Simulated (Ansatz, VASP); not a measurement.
TiHg2 in VASP and in Ansatz

The input POSCAR:

```
TiHg2
1.0
    0.0000000000      3.1633531805      3.1633531805
    3.1633531805      0.0000000000      3.1633531805
    3.1633531805      3.1633531805      0.0000000000
Ti Hg
1 2
Direct
    0.0000000000      0.0000000000      0.0000000000
    0.2500000000      0.2500000000      0.2500000000
    0.7500000000      0.7500000000      0.7500000000
```

Contents of INCAR.step1:

```
  PREC = Accurate
  ENCUT = 600
  ISMEAR = 0
  SIGMA = 0.1
  LREAL = F
  LASPH = T
  NELM = 60
  GGA = PE
  ALGO = Normal
  EDIFF = 1E-4
  LWAVE = T
  LCHARG = F
```

File INCAR.step2:

```
  PREC = Accurate
  ENCUT = 600
  EDIFF = 1E-6
  ISMEAR = 0
  SIGMA = 0.1
  LREAL = F
  LASPH = T
  NELM = 60
  ALGO = Normal
  ISIF = 3
  LWAVE = F
  LCHARG = F
  METAGGA = R2SCAN
  LMIXTAU = T
  IBRION = 2
  NSW = 90
  EDIFFG = -0.04
  ISTART = 1
```

Contents of KPOINTS:

```
regular mesh
0
Gamma
  6 6 6
```

Input for Ansatz:

```yaml
crystal:
  lattice:
    - [0.0, 3.1633531805, 3.1633531805]
    - [3.1633531805, 0.0, 3.1633531805]
    - [3.1633531805, 3.1633531805, 0.0]
  atoms:
    - { symbol: Ti, position: [0.0, 0.0, 0.0] }
    - { symbol: Hg, position: [0.25, 0.25, 0.25] }
    - { symbol: Hg, position: [0.75, 0.75, 0.75] }
basis:
  ecutwfc: 500
kpoints:
  mp_grid: { grid: [6, 6, 6] }
hamiltonian:
  xc: r2scan
scf:
  occupations: { method: gaussian, width: 0.1 }
  lower_state_search: "off"
output:
  forces: true
  stress: true
  eigenvalues: true
relax:
  adjacent_minimum: "off"
  f_tol: 0.04
  max_steps: 70
  cell: { stress_tol: 0.4 }
```

Alike in both runs: task relaxation of cell and atoms; functional r2SCAN; k mesh 6 × 6 × 6; occupations gaussian, width 0.1 eV; no spin polarisation.

```csv
,VASP,Ansatz
version,VASP 6.6.1,Ansatz 0.2.0
potentials or method,"VASP PAW PBE potentials, release 64 (Ti_sv, Hg), cutoff 600 eV","scalar-relativistic, plane waves, PAW"
valence electrons in the cell,36,52
```

VASP gave:

| Item | Value |
| --- | --- |
| gap on the k mesh at the Fermi level, each at its own relaxed structure (eV) | none |
| relaxed volume (Å³/atom) | 22.55 |
| relaxed cell length with the largest relative difference (Å) | 4.573 |

Task: Which values does Ansatz return?

Result: gap on the k mesh at the Fermi level, each at its own relaxed structure (eV): none; relaxed volume (Å³/atom): 22.37; relaxed cell length with the largest relative difference (Å): 4.561.

VASP's potentials were made for PBE, not for r2SCAN. A gap of «none» marks a metal or a gap that the smearing closes. VASP's potentials hold 36 valence electrons a cell and Ansatz's 52, so a difference there can come from the potentials and not from the codes.

Spin-orbit coupling is off throughout.
